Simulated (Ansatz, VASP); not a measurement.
## Two plane-wave programs on Cd3TeSe2

```
Cd Te Se
1.0
     4.39077    0.00000    0.00000
    -2.19538    3.80252    0.00000
     0.00000    0.00000    9.45803
Cd Te Se
3 1 2
Direct
  0.33333 0.66667 0.66938
  0.66667 0.33333 0.33062
  0.00000 0.00000 0.50000
  0.00000 0.00000 0.00000
  0.33333 0.66667 0.16957
  0.66667 0.33333 0.83043
```

Change from the starting cell: species swapped into the Li3PrBi2 type (P-3m1, No. 164).

Alike in both runs: functional PBE; k mesh 6 × 6 × 2; occupations gaussian, width 0.1 eV; no spin polarisation.

Ansatz relaxed the structure, and its values are those at the end. VASP's run is a single point on that final structure, the one shown.

```csv
,VASP,Ansatz
version,VASP 6.6.1,Ansatz 0.2.0
potentials or method,"VASP PAW PBE potentials, release 64 (Cd, Te, Se), cutoff 520 eV","scalar-relativistic, plane waves, PAW"
valence electrons in the cell,54,108
```

Ansatz gave:

```
gap on the k mesh at the Fermi level (eV) : none
pressure (GPa)                            : 0.1
rms of the force components (eV/Å)        : 0.013
```

Estimate VASP's values.

gap on the k mesh at the Fermi level (eV): none; pressure (GPa): 0.2; rms of the force components (eV/Å): 0.014.

A gap of «none» marks a metal or a gap that the smearing closes. With one functional, cell and mesh, what is left measures potentials, basis and numerics. VASP's potentials hold 54 valence electrons a cell and Ansatz's 108, so a difference there can come from the potentials and not from the codes.

Neither program's run includes spin-orbit coupling.
